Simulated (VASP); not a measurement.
# Al in VASP: further runs

The runs below take Al through single point, with PBE.

Program: VASP 6.6.1. These are calculated values, not measurements. Logs are shortened: lines on timing, memory, paths and dates and some standing lists are left out, and cuts for length are marked.

## (1) The cell of the first run

The cell holds a wire or tube with vacuum around it, 16 atoms: a = 14.800 Å, b = 15.000 Å, c = 6.897 Å, α = 90.00°, β = 90.00°, γ = 90.00°.

## (2) Single point, PBE

Contents of INCAR:

```
PREC = Accurate
ENCUT = 520
EDIFF = 1E-6
ISMEAR = 0
SIGMA = 0.05
LREAL = Auto
LASPH = T
NELM = 80
ALGO = Normal
ISIF = 2
LWAVE = F
LCHARG = F
GGA = PE
NBANDS = 38
```

Contents of KPOINTS:

```
regular mesh
0
Gamma
  1 1 8
```

Contents of POSCAR:

```
Al
1.0
   14.8000000000      0.0000000000      0.0000000000
    0.0000000000     15.0000000000      0.0000000000
    0.0000000000      0.0000000000      6.8973099840
Al
16
Direct
    0.7169624410      0.5000000000      0.0079391913
    0.5363352252      0.3428212941      0.4151758554
    0.5363352252      0.6571787059      0.4151758554
    0.4805859514      0.5000000000      0.5550147610
    0.3874277982      0.5000000000      0.9062616399
    0.6468127436      0.5000000000      0.3649313489
    0.4610403413      0.3413873508      0.7677986745
    0.4610403413      0.6586126492      0.7677986745
    0.5502273250      0.4109770836      1.0601734541
    0.3815471244      0.5959186445      0.2194316136
    0.3195172436      0.4050542668      0.5721326183
    0.6354382733      0.5936001007      0.7148809802
    0.5502273250      0.5890229164      1.0601734541
    0.3815471244      0.4040813555      0.2194316136
    0.3195172436      0.5949457332      0.5721326183
    0.6354382733      0.4063998993      0.7148809802
```

Potentials or basis: VASP PAW PBE potentials, release 64 (Al).

Launch:

```console
cat potpaw_PBE.64/Al/POTCAR > POTCAR
mpirun -np 1 vasp_std > vasp.out
```

OUTCAR:

```text
PREC = Accurate
   ENCUT = 520
   EDIFF = 1E-6
   ISMEAR = 0
   LREAL = Auto
   LASPH = T
   NELM = 80
   ISIF = 2
   GGA = PE

 ion  position               nearest neighbor table
   1  0.717  0.500  0.008-   6 2.67  12 2.74  16 2.74  13 2.83   9 2.83
   2  0.536  0.343  0.415-   9 2.66   7 2.68   4 2.68  16 2.71  14 2.81   6 2.89
   3  0.536  0.657  0.415-  13 2.66   8 2.68   4 2.68  12 2.71  10 2.81   6 2.89
   4  0.481  0.500  0.555-   2 2.68   3 2.68  11 2.78  15 2.78   5 2.79   6 2.79   7 2.81   8 2.81
                            12 2.91  16 2.91  10 3.09  14 3.09
   5  0.387  0.500  0.906-  10 2.60  14 2.60   7 2.79   8 2.79   4 2.79  11 2.89  15 2.89   9 2.95
                            13 2.95
   6  0.647  0.500  0.365-   1 2.67   4 2.79  12 2.80  16 2.80  13 2.87   9 2.87   3 2.89   2 2.89

   7  0.461  0.341  0.768-   9 2.63  11 2.67   2 2.68  16 2.78   5 2.79   4 2.81
   8  0.461  0.659  0.768-  13 2.63  15 2.67   3 2.68  12 2.78   5 2.79   4 2.81
   9  0.550  0.411  0.060-   7 2.63   2 2.66  13 2.67  16 2.70  14 2.73   1 2.83   6 2.87   5 2.95

  10  0.382  0.596  0.219-   5 2.60  15 2.60  13 2.73   3 2.81  14 2.88   4 3.09
  11  0.320  0.405  0.572-  14 2.60   7 2.67   4 2.78  15 2.85   5 2.89
  12  0.635  0.594  0.715-  13 2.70   3 2.71   1 2.74   8 2.78   6 2.80  16 2.81   4 2.91
  13  0.550  0.589  0.060-   8 2.63   3 2.66   9 2.67  12 2.70  10 2.73   1 2.83   6 2.87   5 2.95

  14  0.382  0.404  0.219-   5 2.60  11 2.60   9 2.73   2 2.81  10 2.88   4 3.09
  15  0.320  0.595  0.572-  10 2.60   8 2.67   4 2.78  11 2.85   5 2.89
  16  0.635  0.406  0.715-   9 2.70   2 2.71   1 2.74   7 2.78   6 2.80  12 2.81   4 2.91

  LATTYP: Found a simple orthorhombic cell.
 ALAT       =     6.8973099840
 B/A-ratio  =     2.1457640782
 C/A-ratio  =     2.1747608901

  Lattice vectors:

 A1 = (   0.0000000000,   0.0000000000,   6.8973099840)
 A2 = (  14.8000000000,   0.0000000000,   0.0000000000)
 A3 = (   0.0000000000,  15.0000000000,   0.0000000000)

Analysis of symmetry for initial positions (statically):
=====================================================================
 Subroutine PRICEL returns:
 Original cell was already a primitive cell.

 Routine SETGRP: Setting up the symmetry group for a
 simple orthorhombic supercell.

 Subroutine GETGRP returns: Found  2 space group operations
 (whereof  2 operations were pure point group operations)
 out of a pool of  8 trial point group operations.

The static configuration has the point symmetry C_1h.

Analysis of symmetry for dynamics (positions and initial velocities):
=====================================================================
 Subroutine PRICEL returns:
 Original cell was already a primitive cell.

 Routine SETGRP: Setting up the symmetry group for a
 simple orthorhombic supercell.

 Subroutine GETGRP returns: Found  2 space group operations
 (whereof  2 operations were pure point group operations)
 out of a pool of  8 trial point group operations.

The dynamic configuration has the point symmetry C_1h.

 Subroutine INISYM returns: Found  2 space group operations
 (whereof  2 operations are pure point group operations),
 and found     1 'primitive' translations

----------------------------------------------------------------------------------------

                                     Primitive cell

  volume of cell :    1531.2028

  direct lattice vectors                    reciprocal lattice vectors
    14.800000000  0.000000000  0.000000000     0.067567568  0.000000000  0.000000000
     0.000000000 15.000000000  0.000000000     0.000000000  0.066666667  0.000000000
     0.000000000  0.000000000  6.897309984     0.000000000  0.000000000  0.144984059

  length of vectors
    14.800000000 15.000000000  6.897309984     0.067567568  0.066666667  0.144984059

  position of ions in fractional coordinates (direct lattice)
     0.716962441  0.500000000  0.007939191
     0.536335225  0.342821294  0.415175855
     0.536335225  0.657178706  0.415175855
     0.480585951  0.500000000  0.555014761
     0.387427798  0.500000000  0.906261640
     0.646812744  0.500000000  0.364931349
[... 8 lines left out ...]
     0.319517244  0.594945733  0.572132618
     0.635438273  0.406399899  0.714880980

  ion indices of the primitive-cell ions
   primitive index   ion index
                 1           1
                 2           2
                 3           3
                 4           4
                 5           5
                 6           6
[... 8 lines left out ...]
                15          15
                16          16

----------------------------------------------------------------------------------------

 KPOINTS: regular mesh

Automatic generation of k-mesh.
 Grid dimensions read from file:
 generate k-points for:    1    1    8

 Generating k-lattice:

  Cartesian coordinates                     Fractional coordinates (reciprocal lattice)
     0.067567568  0.000000000  0.000000000     1.000000000  0.000000000  0.000000000
     0.000000000  0.066666667  0.000000000     0.000000000  1.000000000  0.000000000
     0.000000000  0.000000000  0.018123007     0.000000000  0.000000000  0.125000000

  Length of vectors
     0.067567568  0.066666667  0.018123007

  Shift w.r.t. Gamma in fractional coordinates (k-lattice)
     0.000000000  0.000000000  0.000000000

 Subroutine IBZKPT returns following result:
 ===========================================

 Found      5 irreducible k-points:

 Following reciprocal coordinates:
            Coordinates               Weight
  0.000000  0.000000  0.000000      1.000000
  0.000000  0.000000  0.125000      2.000000
  0.000000  0.000000  0.250000      2.000000
  0.000000  0.000000  0.375000      2.000000
  0.000000  0.000000  0.500000      1.000000
   k-points           NKPTS =      5   k-points in BZ     NKDIM =      5   number of bands    NBANDS=     38
   number of dos      NEDOS =    301   number of ions     NIONS =     16
   total plane-waves  NPLWV = 677376
   dimension x,y,z NGX =   112 NGY =  112 NGZ =   54
   dimension x,y,z NGXF=   224 NGYF=  224 NGZF=  108
   ions per type =              16
   NGX,Y,Z   is equivalent  to a cutoff of  12.58, 12.41, 13.02 a.u.
   NGXF,Y,Z  is equivalent  to a cutoff of  25.16, 24.83, 26.03 a.u.
 SYSTEM =  unknown system
   PREC   = accura    normal or accurate (medium, high low for compatibility)
   ISTART =      0    job   : 0-new  1-cont  2-samecut
   ICHARG =      2    charge: 1-file 2-atom 10-const
   ISPIN  =      1    spin polarized calculation?
   LNONCOLLINEAR =      F non collinear calculations
   LSORBIT =      F    spin-orbit coupling
   LASPH  =      T    aspherical Exc in radial PAW
   ENCUT  =  520.0 eV  38.22 Ry    6.18 a.u.  27.52 27.89 12.82*2*pi/ulx,y,z
   NELM   =     80;   NELMIN=  2; NELMDL= -5     # of ELM steps
   EDIFF  = 0.1E-05   stopping-criterion for ELM
   LREAL  =      T    real-space projection
   EDIFFG = 0.1E-04   stopping-criterion for IOM
   NSW    =      0    number of steps for IOM
   IBRION =     -1    ionic relax: 0-MD 1-quasi-New 2-CG
   NFREE  =      0    steps in history (QN), initial steepest desc. (CG)
   ISIF   =      2    stress and relaxation
   ISYM   =      2    0-nonsym 1-usesym 2-fastsym
   POTIM  = 0.5000    time-step for ionic-motion
   TEBEG  =    0.0;   TEEND  =   0.0 temperature during run
   PSTRESS=    0.0 pullay stress
   NELECT =      48.0000    total number of electrons
   NUPDOWN=      -1.0000    fix difference up-down
   EMIN   =  10.00;   EMAX   =-10.00  energy-range for DOS
   EFERMI =   0.00;   METHOD = LEGACY
   ISMEAR =     0;   SIGMA  =   0.05  broadening in eV -4-tet -1-fermi 0-gaus
   EFERMI_NEDOS =   21; number of points for ismear=-14 and -15
   IALGO  =     38    algorithm
   IMIX   =      4    mixing-type and parameters
     AMIX     =   0.40;   BMIX     =  1.00
     AMIX_MAG =   1.60;   BMIX_MAG =  1.00
  volume/ion in A,a.u.               =      95.70       645.82
  Fermi-wavevector in a.u.,A,eV,Ry     =   0.516192  0.975461  3.625325  0.266454
  Thomas-Fermi vector in A             =   1.532002
   LORBIT       =      0    0 simple, 1 ext, 2 COOP (PROOUT), +10 PAW based schemes
   GGA     = PE    functional components
   LHFCALC =     F    Hartree Fock is set to
   AEXX    =    0.0000 exact exchange contribution
   IVDW    =     0    specifies the selected vdW correction
   LEPSILON=     F    determine dielectric tensor
   LRPA    =     F    only Hartree local field effects (RPA)
 non-spin polarized calculation
 Gauss-broadening in eV      SIGMA  =   0.05
  energy-cutoff  :      520.00
  volume of cell :     1531.20
 maximum number of plane-waves:     41262
 NGX is ok and might be reduce to   112

 number of electron      48.0000000 magnetization

 Free energy of the ion-electron system (eV)
  ---------------------------------------------------
  ext. energy  EPLUGINS =         0.00000000
  ---------------------------------------------------
  free energy    TOTEN  =       -50.15838912 eV

  energy without entropy =      -50.15332514  energy(sigma->0) =      -50.15585713

 E-fermi :  -2.0403     XC(G=0):  -2.9509

 val. band max:       -2.0807189876   @ k =   0.0000   0.0000   0.0000
 cond. band min:      -2.0069773207   @ k =   0.0000   0.0000   0.5000
 fundamental gap:      0.0737416669
 Fermi energy:        -2.0403187908

 k-point     1 :       0.0000    0.0000    0.0000
  band No.  band energies     occupation
      1     -11.6505      2.00000
      2      -9.7833      2.00000
      3      -9.7033      2.00000
      4      -8.7674      2.00000
      5      -8.3660      2.00000
      6      -7.4890      2.00000
[... 28 lines left out ...]
     35       0.4459      0.00000
     36       0.5278      0.00000

 k-point     2 :       0.0000    0.0000    0.1250
  band No.  band energies     occupation
      1     -11.6053      2.00000
      2      -9.7458      2.00000
      3      -9.6623      2.00000
      4      -9.2749      2.00000
      5      -7.8261      2.00000
      6      -7.5925      2.00000
[... 109 lines left out ...]
 k-point     5 :       0.0000    0.0000    0.5000
  band No.  band energies     occupation
      1     -11.1061      2.00000
      2     -10.6144      2.00000
      3      -9.2747      2.00000
      4      -9.2403      2.00000
      5      -8.7735      2.00000
      6      -8.4562      2.00000
[... 28 lines left out ...]
     35       0.1618      0.00000
     36       0.1807      0.00000
 [bands above 36 left out]

------------------------ aborting loop because EDIFF is reached ----------------------------------------

  FORCE on cell =-STRESS in cart. coord.  units (eV):
  Direction    XX          YY          ZZ          XY          YZ          ZX
  --------------------------------------------------------------------------------------
  -------------------------------------------------------------------------------------
  Total       -0.0436063     -0.0101989     -0.1189720      0.0000000      0.0000000      0.0050685
  in kB       -0.0456276     -0.0106717     -0.1244866      0.0000000      0.0000000      0.0053034
  external PRESSURE =      -0.0602620 kB  Pullay stress =       0.0000000 kB

 VOLUME and BASIS-vectors are now :
 -----------------------------------------------------------------------------
  energy-cutoff  :      520.00
  volume of cell :     1531.20
      direct lattice vectors                 reciprocal lattice vectors
    14.800000000  0.000000000  0.000000000     0.067567568  0.000000000  0.000000000
     0.000000000 15.000000000  0.000000000     0.000000000  0.066666667  0.000000000
     0.000000000  0.000000000  6.897309984     0.000000000  0.000000000  0.144984059

 POSITION                                       TOTAL-FORCE (eV/Angst)
 -----------------------------------------------------------------------------------
     10.61104      7.50000      0.05476        -0.006634      0.000000     -0.000271
      7.93776      5.14232      2.86360        -0.001057      0.004192      0.007023
      7.93776      9.85768      2.86360        -0.001057     -0.004192      0.007023
      7.11267      7.50000      3.82811         0.010990      0.000000     -0.001474
      5.73393      7.50000      6.25077         0.008578      0.000000      0.004433
      9.57283      7.50000      2.51704        -0.004801      0.000000      0.001086
[... 8 lines left out ...]
      4.72886      8.92419      3.94618         0.004649      0.006607     -0.002236
      9.40449      6.09600      4.93076        -0.000891      0.001706     -0.001505
 -----------------------------------------------------------------------------------
    total drift:                                0.019367     -0.000000     -0.005902

  FREE ENERGIE OF THE ION-ELECTRON SYSTEM (eV)
  ---------------------------------------------------
  free  energy   TOTEN  =       -50.1583891200 eV

  energy  without entropy=      -50.1533251375  energy(sigma->0) =      -50.15585713
```

It took 6 min on 1 thread of Intel Xeon 6975P-C (Granite Rapids), shared host; peak memory 1.2 GiB.

What came out:

```yaml
Free_energy: -50.1584 eV
Largest_force: 0.011 eV/Å
```

Forces on the atoms (eV/Å):
```
Al  -0.007  0.000  0.000
Al  -0.001  0.004  0.007
Al  -0.001 -0.004  0.007
Al   0.011  0.000 -0.001
Al   0.009  0.000  0.004
Al  -0.005  0.000  0.001
Al   0.002  0.004 -0.005
Al   0.002 -0.004 -0.005
Al  -0.008  0.000 -0.002
Al  -0.001  0.006  0.002
Al   0.005 -0.007 -0.002
Al  -0.001 -0.002 -0.002
Al  -0.008  0.000 -0.002
Al  -0.001 -0.006  0.002
Al   0.005  0.007 -0.002
Al  -0.001  0.002 -0.002
```

Levels at points of the mesh, in eV from the Fermi level:
| k point | band 21 | band 22 | band 23 | band 24 | band 25 | band 26 | band 27 | band 28 |
| --- | --- | --- | --- | --- | --- | --- | --- | --- |
| (0.00, 0.00, 0.00) | -0.84 | -0.76 | -0.17 | -0.04 | 0.64 | 0.82 | 0.89 | 1.02 |
| (0.00, 0.00, 0.50) | -1.05 | -1.05 | -0.64 | -0.52 | 0.03 | 0.36 | 0.87 | 0.99 |

## (3) Single point, PBE

This run uses another cell than the first one.

Contents of INCAR:

```
PREC = Accurate
ENCUT = 520
EDIFF = 1E-6
ISMEAR = 0
SIGMA = 0.05
LREAL = Auto
LASPH = True
NELM = 100
ALGO = Normal
ISIF = 2
LWAVE = False
LCHARG = False
GGA = PE
NBANDS = 38
```

Contents of KPOINTS:

```
Automatic mesh
0
Gamma
  1 1 8
```

Contents of POSCAR:

```
Al
1.0
   14.8000000000      0.0000000000      0.0000000000
    0.0000000000     15.0000000000      0.0000000000
    0.0000000000      0.0000000000      7.0000085784
Al
16
Direct
    0.6950916370      0.5000000000      0.0000000000
    0.5836107016      0.3094838976      0.3333333333
    0.5836107016      0.6905161024      0.3333333333
    0.4721297661      0.5000000000      0.6666666667
    0.3606488307      0.5000000000      1.0000000000
    0.5836107016      0.5000000000      0.3333333333
    0.4721297661      0.3094838976      0.6666666667
    0.4721297661      0.6905161024      0.6666666667
    0.5278702339      0.4047419488      1.0000000000
    0.4163892984      0.5952580512      0.3333333333
    0.3049083630      0.4047419488      0.6666666667
    0.6393511693      0.5952580512      0.6666666667
    0.5278702339      0.5952580512      1.0000000000
    0.4163892984      0.4047419488      0.3333333333
    0.3049083630      0.5952580512      0.6666666667
    0.6393511693      0.4047419488      0.6666666667
```

Potentials or basis: VASP PAW PBE potentials, release 64 (Al).

Launch:

```console
cat potpaw_PBE.64/Al/POTCAR > POTCAR
mpirun -np 1 vasp_std > vasp.out
```

It took 6.1 min on 1 thread of Intel Xeon 6975P-C (Granite Rapids), shared host; peak memory 1.2 GiB.

It converged, with:

```yaml
Free_energy: -48.4449 eV
Largest_force: 0.575 eV/Å
Band_gap_on_the_k_mesh: zero (bands 24 and 25 overlap by 0.05 eV)
```

Forces in eV/Å, atoms in the order of the input:
```
Al  -0.189  0.000  0.069
Al  -0.134  0.245 -0.213
Al  -0.134 -0.245 -0.213
Al   0.079  0.000  0.122
Al   0.245  0.000  0.438
Al   0.218  0.000 -0.236
Al  -0.188  0.406 -0.028
Al  -0.188 -0.406 -0.028
Al   0.055 -0.151  0.177
Al  -0.044 -0.099 -0.271
Al   0.525  0.234  0.026
Al  -0.390 -0.257  0.113
Al   0.055  0.151  0.177
Al  -0.044  0.099 -0.271
Al   0.525 -0.234  0.026
Al  -0.390  0.257  0.113
```

Levels at points of the mesh, in eV from the Fermi level:
| k point | band 22 | band 23 | band 24 | band 25 | band 26 | band 27 |
| --- | --- | --- | --- | --- | --- | --- |
| (0.00, 0.00, 0.00) | -0.97 | -0.06 | 0.05 | 0.09 | 0.19 | 0.22 |
| (0.00, 0.00, 0.50) | -0.82 | -0.19 | -0.08 | 0.03 | 0.11 | 0.21 |

## (4) Single point, PBE

This run uses another cell than the first one: it holds 6 atoms, not 16.

Contents of INCAR:

```
  PREC = Accurate
  ENCUT = 520
  EDIFF = 1E-6
  ISMEAR = 0
  SIGMA = 0.05
  LREAL = False
  LASPH = True
  NELM = 80
  ALGO = Normal
  ISIF = 2
  LWAVE = False
  LCHARG = True
  GGA = PE
  LELF = True
  LVHAR = True
  NBANDS = 18
```

Contents of KPOINTS:

```
regular mesh
0
Gamma
  1 1 8
```

Contents of POSCAR:

```
Al
1.0
   11.5000000000      0.0000000000      0.0000000000
    0.0000000000     12.2000000000      0.0000000000
    0.0000000000      0.0000000000      6.2569766839
Al
6
Direct
    0.4730317797      0.5000000000      0.6621726539
    0.6004034213      0.5000000000      0.3086577625
    0.5261365616      0.3876254177      0.9995780611
    0.4012780586      0.6264767437      0.3483400639
    0.5261365616      0.6123745823      0.9995780611
    0.4012780586      0.3735232563      0.3483400639
```

Launch:

```console
cat potpaw_PBE.64/Al/POTCAR > POTCAR
mpirun -np 1 vasp_std > vasp.out
```

Wall time 3.8 min (1 thread of Intel Xeon 8259CL, shared host); peak memory 0.77 GiB.

The run converged. Its results:

* Free energy: -15.4759 eV
* Largest force: 0.007 eV/Å

Forces on the atoms (eV/Å):
```
Al  -0.006  0.000 -0.003
Al   0.000  0.000  0.007
Al   0.000  0.005  0.000
Al   0.003  0.004 -0.002
Al   0.000 -0.005  0.000
Al   0.003 -0.004 -0.002
```

Levels at points of the mesh, in eV from the Fermi level:
```csv
k point,band 5,band 6,band 7,band 8,band 9,band 10,band 11,band 12,band 13,band 14
"(0.00, 0.00, 0.00)",-3.14,-1.50,-0.89,-0.52,-0.18,0.14,0.73,1.29,1.58,2.03
"(0.00, 0.00, 0.50)",-2.75,-1.37,-1.02,-0.25,-0.14,0.24,1.00,1.34,1.66,2.80
```

[end of part 1 of 2]

The gap in the log of VASP goes by the Fermi energy; the results here count the filled bands.